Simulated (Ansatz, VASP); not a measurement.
# C in VASP and in Ansatz

The input INCAR:

```
SYSTEM = C
PREC = Accurate ; ENCUT = 520
EDIFF = 1E-7 ; ISMEAR = 0
SIGMA = 0.1 ; LREAL = .False.
LASPH = .True. ; NELM = 60
ALGO = Normal ; ISIF = 2
LWAVE = .False. ; LCHARG = .True.
GGA = PE ; LELF = .True.
LVHAR = .True. ; NBANDS = 26
```

The input KPOINTS:

```
Automatic mesh
0
Gamma
  6 6 4
  0 0 0
```

POSCAR

```
C
1.0
    2.1411303600     -2.4126624700      0.0000000000
    2.1411303600      2.4126624700      0.0000000000
    0.0000000000      0.0000000000      4.2441822200
C
8
Direct
    0.7500000000      0.7500000000      0.8280935200
    0.7500000000      0.7500000000      0.1719064800
    0.2500000000      0.2500000000      0.8280935200
    0.2500000000      0.2500000000      0.1719064800
    0.9203786400      0.4203786400      0.3469239600
    0.0796213600      0.5796213600      0.6530760400
    0.5796213600      0.0796213600      0.3469239600
    0.4203786400      0.9203786400      0.6530760400
```

Input for Ansatz:

```yaml
crystal:
  lattice:
    - [2.14113036, -2.41266247, 0.0]
    - [2.14113036, 2.41266247, 0.0]
    - [0.0, 0.0, 4.24418222]
  atoms:
    - { symbol: C, position: [0.75, 0.75, 0.82809352] }
    - { symbol: C, position: [0.75, 0.75, 0.17190648] }
    - { symbol: C, position: [0.25, 0.25, 0.82809352] }
    - { symbol: C, position: [0.25, 0.25, 0.17190648] }
    - { symbol: C, position: [0.92037864, 0.42037864, 0.34692396] }
    - { symbol: C, position: [0.07962136, 0.57962136, 0.65307604] }
    - { symbol: C, position: [0.57962136, 0.07962136, 0.34692396] }
    - { symbol: C, position: [0.42037864, 0.92037864, 0.65307604] }
basis:
  ecutwfc: 420
kpoints:
  mp_grid: { grid: [6, 6, 4] }
hamiltonian:
  xc: pbe
scf:
  occupations: { method: gaussian, width: 0.1 }
  lower_state_search: "off"
output:
  forces: true
  stress: true
  eigenvalues: true
```

Alike in both runs: task single point; functional PBE; k mesh 6 × 6 × 4; occupations gaussian, width 0.1 eV; no spin polarisation.

|  | VASP | Ansatz |
| --- | --- | --- |
| version | VASP 6.6.1 | Ansatz 0.2.0 |
| potentials or method | VASP PAW PBE potentials, release 64 (C), cutoff 520 eV | scalar-relativistic, plane waves, PAW |
| valence electrons in the cell | 32 | 32 |

Ansatz gave:

```
gap on the k mesh at the Fermi level (eV) : none
rms of the force components (eV/Å)        : 1.640
```

Problem. What did VASP give for the same quantities?

Solution. gap on the k mesh at the Fermi level (eV): none; rms of the force components (eV/Å): 1.646.

Atom by atom the forces differ by 0.008 eV/Å (rms over components). A gap of «none» marks a metal or a gap that the smearing closes.

The k mesh is coarse, so the values compare programs but aren't converged.
